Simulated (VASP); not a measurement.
# NaF (Fm-3m) in VASP: relaxation of cell and atoms with r2SCAN

Aim: the relaxation of cell and atoms of NaF with r2SCAN.

All numbers are computed with VASP 6.6.1; they aren't measurements. Logs are shortened: lines on timing, memory, paths and dates and some standing lists are left out, and cuts for length are marked.

## (1) The cell of the first run

The structure is cubic, space group Fm-3m (No. 225). The conventional cell has a = 4.640 Å, b = 4.640 Å, c = 4.640 Å, α = 90.00°, β = 90.00°, γ = 90.00°. Na (site symmetry m-3m) has 6 F at 2.32 Å within 3.1 Å. F (site symmetry m-3m) has 6 Na at 2.32 Å within 3.1 Å.

## (2) Relaxation of cell and atoms, r2SCAN

Contents of POSCAR:

```
NaF
1.0
    0.0000000000      2.3200000000      2.3200000000
    2.3200000000      0.0000000000      2.3200000000
    2.3200000000      2.3200000000      0.0000000000
Na F
1 1
Direct
    0.0000000000      0.0000000000      0.0000000000
    0.5000000000      0.5000000000      0.5000000000
```

Contents of INCAR.step1:

```
SYSTEM = NaF
PREC = Accurate
ENCUT = 970
ISMEAR = 0
SIGMA = 0.02
LREAL = .False.
LASPH = .True.
NELM = 120
GGA = PE
ALGO = Normal
EDIFF = 1E-5
LWAVE = .True.
LCHARG = .False.
GGA_COMPAT = .False.
IBRION = 2
ISIF = 3
EDIFFG = -0.005
NELMIN = 4
NSW = 100
```

Contents of INCAR.step2:

```
SYSTEM = NaF
PREC = Accurate
ENCUT = 970
EDIFF = 1E-7
ISMEAR = 0
SIGMA = 0.02
LREAL = .False.
LASPH = .True.
NELM = 120
ALGO = Normal
ISIF = 3
LWAVE = .False.
LCHARG = .False.
METAGGA = R2SCAN
LMIXTAU = .True.
IBRION = 2
NSW = 100
EDIFFG = -0.005
ISTART = 1
GGA_COMPAT = .False.
NELMIN = 4
```

Contents of KPOINTS:

```
Automatic mesh
0
Gamma
  8 8 8
  0 0 0
```

Potentials or basis: VASP PAW PBE potentials, release 64 (Na_sv, F).

Command:

```
$ cat potpaw_PBE.64/Na_sv/POTCAR potpaw_PBE.64/F/POTCAR > POTCAR
$ cp INCAR.step1 INCAR
$ mpirun -np 1 vasp_std > vasp.out
$ cp INCAR.step2 INCAR
$ mpirun -np 1 vasp_std > vasp.out
```

OUTCAR:

```text
SYSTEM = NaF
   PREC = Accurate
   ENCUT = 970
   EDIFF = 1E-7
   ISMEAR = 0
   LREAL = .False.
   LASPH = .True.
   NELM = 120
   ISIF = 3
   METAGGA = R2SCAN
   IBRION = 2
   NSW = 100
   EDIFFG = -0.005
   ISTART = 1
   NELMIN = 4

 ion  position               nearest neighbor table
   1  0.000  0.000  0.000-
   2  0.500  0.500  0.500-

  LATTYP: Found a face centered cubic cell.
 ALAT       =     4.6400000000

  Lattice vectors:

 A1 = (   0.0000000000,   2.3200000000,   2.3200000000)
 A2 = (   2.3200000000,   0.0000000000,   2.3200000000)
 A3 = (   2.3200000000,   2.3200000000,   0.0000000000)

Analysis of symmetry for initial positions (statically):
=====================================================================
 Subroutine PRICEL returns:
 Original cell was already a primitive cell.

 Routine SETGRP: Setting up the symmetry group for a
 face centered cubic supercell.

 Subroutine GETGRP returns: Found 48 space group operations
 (whereof 48 operations were pure point group operations)
 out of a pool of 48 trial point group operations.

The static configuration has the point symmetry O_h .

Analysis of symmetry for dynamics (positions and initial velocities):
=====================================================================
 Subroutine PRICEL returns:
 Original cell was already a primitive cell.

 Routine SETGRP: Setting up the symmetry group for a
 face centered cubic supercell.

 Subroutine GETGRP returns: Found 48 space group operations
 (whereof 48 operations were pure point group operations)
 out of a pool of 48 trial point group operations.

The dynamic configuration has the point symmetry O_h .

 Subroutine INISYM returns: Found 48 space group operations
 (whereof 48 operations are pure point group operations),
 and found     1 'primitive' translations

----------------------------------------------------------------------------------------

                                     Primitive cell

  volume of cell :      24.9743

  direct lattice vectors                    reciprocal lattice vectors
     0.000000000  2.320000000  2.320000000    -0.215517241  0.215517241  0.215517241
     2.320000000  0.000000000  2.320000000     0.215517241 -0.215517241  0.215517241
     2.320000000  2.320000000  0.000000000     0.215517241  0.215517241 -0.215517241

  length of vectors
     3.280975465  3.280975465  3.280975465     0.373286812  0.373286812  0.373286812

  position of ions in fractional coordinates (direct lattice)
     0.000000000  0.000000000  0.000000000
     0.500000000  0.500000000  0.500000000

  ion indices of the primitive-cell ions
   primitive index   ion index
                 1           1
                 2           2

----------------------------------------------------------------------------------------

 KPOINTS: Automatic mesh

Automatic generation of k-mesh.
 Grid dimensions read from file:
 generate k-points for:    8    8    8

 Generating k-lattice:

  Cartesian coordinates                     Fractional coordinates (reciprocal lattice)
    -0.026939655  0.026939655  0.026939655     0.125000000  0.000000000  0.000000000
     0.026939655 -0.026939655  0.026939655     0.000000000  0.125000000  0.000000000
     0.026939655  0.026939655 -0.026939655     0.000000000  0.000000000  0.125000000

  Length of vectors
     0.046660851  0.046660851  0.046660851

  Shift w.r.t. Gamma in fractional coordinates (k-lattice)
     0.000000000  0.000000000  0.000000000

 Subroutine IBZKPT returns following result:
 ===========================================

 Found     29 irreducible k-points:

 Following reciprocal coordinates:
            Coordinates               Weight
  0.000000  0.000000  0.000000      1.000000
  0.125000  0.000000  0.000000      8.000000
  0.250000  0.000000  0.000000      8.000000
  0.375000  0.000000  0.000000      8.000000
  0.500000  0.000000  0.000000      4.000000
  0.125000  0.125000  0.000000      6.000000
[... 16 lines left out ...]
  0.500000  0.250000  0.125000     48.000000
 -0.375000  0.250000  0.125000     24.000000
 [... further k-points ...]
   k-points           NKPTS =     29   k-points in BZ     NKDIM =     29   number of bands    NBANDS=     12
   number of dos      NEDOS =    301   number of ions     NIONS =      2
   total plane-waves  NPLWV =  46656
   dimension x,y,z NGX =    36 NGY =   36 NGZ =   36
   dimension x,y,z NGXF=    72 NGYF=   72 NGZF=   72
   ions per type =               1   1
   NGX,Y,Z   is equivalent  to a cutoff of  18.24, 18.24, 18.24 a.u.
   NGXF,Y,Z  is equivalent  to a cutoff of  36.48, 36.48, 36.48 a.u.
 SYSTEM =  NaF
   PREC   = accura    normal or accurate (medium, high low for compatibility)
   ISTART =      1    job   : 0-new  1-cont  2-samecut
   ICHARG =      0    charge: 1-file 2-atom 10-const
   ISPIN  =      1    spin polarized calculation?
   LNONCOLLINEAR =      F non collinear calculations
   LSORBIT =      F    spin-orbit coupling
   LASPH  =      T    aspherical Exc in radial PAW
   ENCUT  =  970.0 eV  71.29 Ry    8.44 a.u.   8.33  8.33  8.33*2*pi/ulx,y,z
   NELM   =    120;   NELMIN=  4; NELMDL=  0     # of ELM steps
   EDIFF  = 0.1E-06   stopping-criterion for ELM
   LREAL  =      F    real-space projection
   EDIFFG = -.5E-02   stopping-criterion for IOM
   NSW    =    100    number of steps for IOM
   IBRION =      2    ionic relax: 0-MD 1-quasi-New 2-CG
   NFREE  =      1    steps in history (QN), initial steepest desc. (CG)
   ISIF   =      3    stress and relaxation
   ISYM   =      2    0-nonsym 1-usesym 2-fastsym
   POTIM  = 0.5000    time-step for ionic-motion
   TEBEG  =    0.0;   TEEND  =   0.0 temperature during run
   PSTRESS=    0.0 pullay stress
   NELECT =      16.0000    total number of electrons
   NUPDOWN=      -1.0000    fix difference up-down
   EMIN   =  10.00;   EMAX   =-10.00  energy-range for DOS
   EFERMI =   0.00;   METHOD = LEGACY
   ISMEAR =     0;   SIGMA  =   0.02  broadening in eV -4-tet -1-fermi 0-gaus
   EFERMI_NEDOS =   21; number of points for ismear=-14 and -15
   IALGO  =     38    algorithm
   IMIX   =      4    mixing-type and parameters
     AMIX     =   0.40;   BMIX     =  1.00
     AMIX_MAG =   1.60;   BMIX_MAG =  1.00
  volume/ion in A,a.u.               =      12.49        84.27
  Fermi-wavevector in a.u.,A,eV,Ry     =   1.411292  2.666955 27.099333  1.991745
  Thomas-Fermi vector in A             =   2.533158
   LORBIT       =      0    0 simple, 1 ext, 2 COOP (PROOUT), +10 PAW based schemes
   METAGGA = R2SCAN    functional components
   LHFCALC =     F    Hartree Fock is set to
   AEXX    =    0.0000 exact exchange contribution
   IVDW    =     0    specifies the selected vdW correction
   LEPSILON=     F    determine dielectric tensor
   LRPA    =     F    only Hartree local field effects (RPA)
 conjugate gradient relaxation of ions
 non-spin polarized calculation
 Gauss-broadening in eV      SIGMA  =   0.02
  energy-cutoff  :      970.00
  volume of cell :       24.97
 maximum number of plane-waves:      1732
 NGX is ok and might be reduce to    36
   NGX = 17   NGY = 17   NGZ = 17

--------------------------------------- Ionic step        1  -------------------------------------------

 number of electron      16.0000002 magnetization

 Free energy of the ion-electron system (eV)
  ---------------------------------------------------
  ext. energy  EPLUGINS =         0.00000000
  ---------------------------------------------------
  free energy    TOTEN  =       -12.57068492 eV

  energy without entropy =      -12.57068492  energy(sigma->0) =      -12.57068492

------------------------ aborting loop because EDIFF is reached ----------------------------------------

  FORCE on cell =-STRESS in cart. coord.  units (eV):
  Direction    XX          YY          ZZ          XY          YZ          ZX
  --------------------------------------------------------------------------------------
  -------------------------------------------------------------------------------------
  Total       -0.3222296     -0.3222296     -0.3222296      0.0000000      0.0000000     -0.0000000
  in kB      -20.6719787    -20.6719787    -20.6719787      0.0000000      0.0000000     -0.0000000
  external PRESSURE =     -20.6719787 kB  Pullay stress =       0.0000000 kB

 VOLUME and BASIS-vectors are now :
 -----------------------------------------------------------------------------
  energy-cutoff  :      970.00
  volume of cell :       24.97
      direct lattice vectors                 reciprocal lattice vectors
     0.000000000  2.320000000  2.320000000    -0.215517241  0.215517241  0.215517241
     2.320000000  0.000000000  2.320000000     0.215517241 -0.215517241  0.215517241
     2.320000000  2.320000000  0.000000000     0.215517241  0.215517241 -0.215517241

 POSITION                                       TOTAL-FORCE (eV/Angst)
 -----------------------------------------------------------------------------------
      0.00000      0.00000      0.00000         0.000000     -0.000000     -0.000000
      2.32000      2.32000      2.32000        -0.000000      0.000000      0.000000
 -----------------------------------------------------------------------------------
    total drift:                                0.000000      0.000000      0.000000

  FREE ENERGIE OF THE ION-ELECTRON SYSTEM (eV)
  ---------------------------------------------------
  free  energy   TOTEN  =       -12.5706849233 eV

  energy  without entropy=      -12.5706849233  energy(sigma->0) =      -12.57068492

--------------------------------------- Ionic step        2  -------------------------------------------

 number of electron      16.0000004 magnetization

 E-fermi :  -2.0659     XC(G=0):  -9.6517

 val. band max:       -2.2434786180   @ k =   0.0000   0.0000   0.0000
 cond. band min:       4.9973329218   @ k =   0.0000   0.0000   0.0000
 fundamental gap:      7.2408115398
 Fermi energy:        -2.0659404684

 k-point     1 :       0.0000    0.0000    0.0000
  band No.  band energies     occupation
      1     -51.2781      2.00000
      2     -22.5640      2.00000
      3     -21.6530      2.00000
      4     -21.6530      2.00000
      5     -21.6530      2.00000
      6      -2.2435      2.00000
      7      -2.2435      2.00000
      8      -2.2435      2.00000
      9       4.9973      0.00000
     10      17.9828      0.00000
     11      17.9828      0.00000
     12      17.9828      0.00000

 k-point     2 :       0.1250    0.0000    0.0000
  band No.  band energies     occupation
      1     -51.2763      2.00000
      2     -22.6417      2.00000
      3     -21.6551      2.00000
      4     -21.6551      2.00000
      5     -21.5566      2.00000
      6      -2.5330      2.00000
      7      -2.2828      2.00000
      8      -2.2828      2.00000
      9       5.5485      0.00000
     10      16.0876      0.00000
     11      18.2430      0.00000
     12      18.2430      0.00000
[... 352 lines left out ...]
 POSITION                                       TOTAL-FORCE (eV/Angst)
 -----------------------------------------------------------------------------------
      0.00000      2.30197      2.30197         0.000000      0.000000     -0.000000
      2.30197      2.30197      2.30197         0.000000     -0.000000      0.000000
 -----------------------------------------------------------------------------------
    total drift:                               -0.000000     -0.000000      0.000000

  FREE ENERGIE OF THE ION-ELECTRON SYSTEM (eV)
  ---------------------------------------------------
  free  energy   TOTEN  =       -12.5761069249 eV

  energy  without entropy=      -12.5761069249  energy(sigma->0) =      -12.57610692

--------------------------------------- Ionic step        3  -------------------------------------------

 number of electron      16.0000004 magnetization

 Free energy of the ion-electron system (eV)
  ---------------------------------------------------
  ext. energy  EPLUGINS =         0.00000000
  ---------------------------------------------------
  free energy    TOTEN  =       -12.57727597 eV

  energy without entropy =      -12.57727597  energy(sigma->0) =      -12.57727597

 E-fermi :  -1.8676     XC(G=0):  -9.7364

 val. band max:       -2.1676296450   @ k =   0.0000   0.0000   0.0000
 cond. band min:       5.1660784784   @ k =   0.0000   0.0000   0.0000
 fundamental gap:      7.3337081234
 Fermi energy:        -1.8676241508

 k-point     1 :       0.0000    0.0000    0.0000
  band No.  band energies     occupation
      1     -51.1569      2.00000
      2     -22.5151      2.00000
      3     -21.5298      2.00000
      4     -21.5298      2.00000
      5     -21.5298      2.00000
      6      -2.1676      2.00000
      7      -2.1676      2.00000
      8      -2.1676      2.00000
      9       5.1661      0.00000
     10      18.1785      0.00000
     11      18.1785      0.00000
     12      18.1785      0.00000

 k-point     2 :       0.1250    0.0000    0.0000
  band No.  band energies     occupation
      1     -51.1549      2.00000
      2     -22.5914      2.00000
      3     -21.5320      2.00000
      4     -21.5320      2.00000
      5     -21.4341      2.00000
      6      -2.4634      2.00000
      7      -2.2083      2.00000
      8      -2.2083      2.00000
      9       5.7236      0.00000
     10      16.2759      0.00000
     11      18.4456      0.00000
     12      18.4456      0.00000
[... 352 lines left out ...]
 POSITION                                       TOTAL-FORCE (eV/Angst)
 -----------------------------------------------------------------------------------
      0.00000      0.00000      0.00000        -0.000000     -0.000000      0.000000
      2.28971      2.28971      2.28971         0.000000      0.000000     -0.000000
 -----------------------------------------------------------------------------------
    total drift:                                0.000000      0.000000      0.000000

  FREE ENERGIE OF THE ION-ELECTRON SYSTEM (eV)
  ---------------------------------------------------
  free  energy   TOTEN  =       -12.5772759733 eV

  energy  without entropy=      -12.5772759733  energy(sigma->0) =      -12.57727597

 reached required accuracy - stopping structural energy minimisation
```

It took 15 min on 1 thread of AMD EPYC, shared host; peak memory 0.19 GiB.

What came out:

```
Free energy                           : -12.5773 eV
Relaxed volume                        : 12.00 Å³/atom
Relaxed cell                          : a = 3.238 Å, b = 3.238 Å, c = 3.238 Å, α = 60.00°, β = 60.00°, γ = 60.00°
Space group after relaxing (to 0.1 Å) : Fm-3m (No. 225)
Energy gained by relaxing             : 3.3 meV/atom
Ionic steps                           : 3
Pressure after relaxing               : 0.0 GPa
Band gap on the k mesh                : 7.33 eV
```

Step by step:
```tsv
step	energy change (eV)	largest force (eV/Å)	pressure (GPa)	volume (Å³)
1	0.0000	0.0000	-2.07	24.97
2	-0.0054	0.0000	-0.91	24.40
3	-0.0066	0.0000	-0.04	24.01
```

Final structure:
```
Na F
1.0
     0.00000    2.28971    2.28971
     2.28971    0.00000    2.28971
     2.28971    2.28971    0.00000
Na F
1 1
Cartesian
  0.0000 0.0000 0.0000
  2.2897 2.2897 2.2897
```

Levels at points of the mesh, in eV from the valence-band top:
```tsv
k point	band 5	band 6	band 7	band 8	band 9	band 10	band 11	band 12
(0.00, 0.00, 0.00)	-19.36	0.00	0.00	0.00	7.33	20.35	20.35	20.35
(0.50, 0.00, 0.00)	-18.85	-1.63	-0.27	-0.27	11.84	13.76	21.77	21.77
(0.50, 0.50, 0.00)	-19.42	-1.32	-0.42	-0.42	14.23	14.36	15.20	21.55
```

Caveat: the PAW data sets were made with another functional, which shifts forces and pressure a little. r2SCAN opens gaps a little over a GGA but as a rule still falls short of measured ones.
